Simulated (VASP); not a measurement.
B2P3: single point with PBE

The system is B2P3.

```xyz
5
Lattice="3.9968 0.0000 0.0000 0.0000 3.9968 0.0000 0.0000 0.0000 3.9968" Properties=species:S:1:pos:R:3 pbc="T T T"
B     0.0000    0.0000    0.0000
B     1.9984    1.9984    1.9984
P     1.9984    0.0000    0.0000
P     0.0000    1.9984    0.0000
P     0.0000    0.0000    1.9984
```

| Property | Result |
| --- | --- |
| Program | VASP 6.6.1 |
| Task | single point |
| Functional | PBE |
| Potentials or basis | VASP PAW PBE potentials, release 64 (B, P) |
| Cutoff | 520 eV |
| k mesh | 4 × 4 × 4 |
| Occupations | gaussian, width 0.1 eV |
| Spin | no spin polarisation |

| Quantity | Value |
| --- | --- |
| Pressure | -0.2 GPa |

Levels at points of the mesh, in eV from the Fermi level:
| k point | band 7 | band 8 | band 9 | band 10 | band 11 | band 12 | band 13 | band 14 |
| --- | --- | --- | --- | --- | --- | --- | --- | --- |
| (0.00, 0.00, 0.00) | -5.47 | -0.09 | -0.09 | -0.09 | 1.23 | 1.23 | 1.23 | 1.80 |
| (0.50, 0.00, 0.00) | -4.05 | -2.55 | -2.55 | -1.02 | 1.60 | 1.60 | 2.01 | 2.20 |
| (0.50, 0.50, 0.00) | -1.60 | -1.60 | -1.31 | -1.31 | -0.47 | 0.53 | 2.79 | 2.79 |
| (0.50, 0.50, 0.50) | -5.90 | -5.22 | 3.09 | 3.09 | 3.79 | 3.79 | 3.79 | 4.91 |

Run time: 5.4 s on 1 thread of Intel(R) Xeon(R) 6975P-C (Granite Rapids), with other jobs on the host, peak memory 0.16 GiB.

Caveat: the k points lie up to 0.39 Å⁻¹ apart.
